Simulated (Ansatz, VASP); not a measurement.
One calculation of ZnGeP2, two programs

```
CELL_PARAMETERS angstrom
-2.75017 2.75017 5.42169
2.75017 -2.75017 5.42169
2.75017 2.75017 -5.42169
ATOMIC_POSITIONS crystal
Zn 0.00000 0.00000 0.00000
Zn 0.75000 0.25000 0.50000
Ge 0.50000 0.50000 0.00000
Ge 0.25000 0.75000 0.50000
P 0.37500 0.37830 0.50330
P 0.62170 0.12500 0.99670
P 0.87500 0.87170 0.49670
P 0.12830 0.62500 0.00330
```

Alike in both runs: functional PBE; k mesh 6 × 6 × 6; occupations fermi-dirac, width 0.02 eV; no spin polarisation.

Ansatz relaxed the structure, and its values are those at the end. VASP's run is a single point on that final structure, the one shown.

|  | VASP | Ansatz |
| --- | --- | --- |
| version | VASP 6.6.1 | Ansatz 0.2.0 |
| potentials or method | VASP PAW PBE potentials, release 64 (Zn, Ge_d, P), cutoff 500 eV | PAW plane waves |
| valence electrons in the cell | 72 | 72 |

```tsv
	VASP	Ansatz	Ansatz less VASP
gap on the k mesh at the Fermi level (eV)	1.15	1.14	-0.008
pressure (GPa)	0.0	0.0	+0.03
rms of the force components (eV/Å)	0.014	0.001	-0.0129
```

With one functional, cell and mesh, what is left measures potentials, basis and numerics.
